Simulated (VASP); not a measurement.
P: single point with r2SCAN

The system is P.

```
CELL_PARAMETERS angstrom
4.28866 0.00000 0.00000
-2.14433 3.71408 0.00000
0.00000 0.00000 2.39490
ATOMIC_POSITIONS crystal
P 0.00000 0.00000 0.00000
P 0.33333 0.66667 0.50000
P 0.66667 0.33333 0.50000
```

This isn't the form of P at room conditions, which is orthorhombic.

```
Program                : VASP 6.6.1
Task                   : single point
Functional             : r2SCAN
Potentials or basis    : VASP PAW PBE potentials, release 64 (P)
Cutoff                 : 550 eV
k mesh                 : 9 × 9 × 14
Occupations            : fermi-dirac, width 0.1 eV
Spin                   : no spin polarisation
Dipole correction      : no
Further INCAR settings : ALGO = Normal; EDIFF = 1e-06; NBANDS = 14
```

* Pressure: 14.8 GPa
* Band gap on the k mesh: zero (an odd number of electrons rules out a gap without spin polarisation)

Stress tensor (GPa, compression positive):
```
15.01  0.00  0.00
 0.00 15.01  0.00
 0.00  0.00 14.43
```

Levels at points of the mesh, in eV from the Fermi level:
| k point | band 4 | band 5 | band 6 | band 7 | band 8 | band 9 | band 10 | band 11 | band 12 | band 13 |
| --- | --- | --- | --- | --- | --- | --- | --- | --- | --- | --- |
| (0.00, 0.00, 0.00) | -7.15 | -7.15 | -6.91 | -6.91 | 4.91 | 7.65 | 7.76 | 7.76 | 10.57 | 10.65 |
| (0.00, 0.00, 0.50) | -4.03 | -3.56 | -3.42 | -3.11 | -3.11 | -0.97 | -0.97 | -0.39 | -0.39 | 2.50 |

It took 110 s on 1 thread of AMD EPYC 9R14 (Zen 4), on a shared host, peak memory 0.15 GiB.

Caveat: the cell stands under pressure; the PAW data sets were made with another functional, which shifts forces and pressure a little.
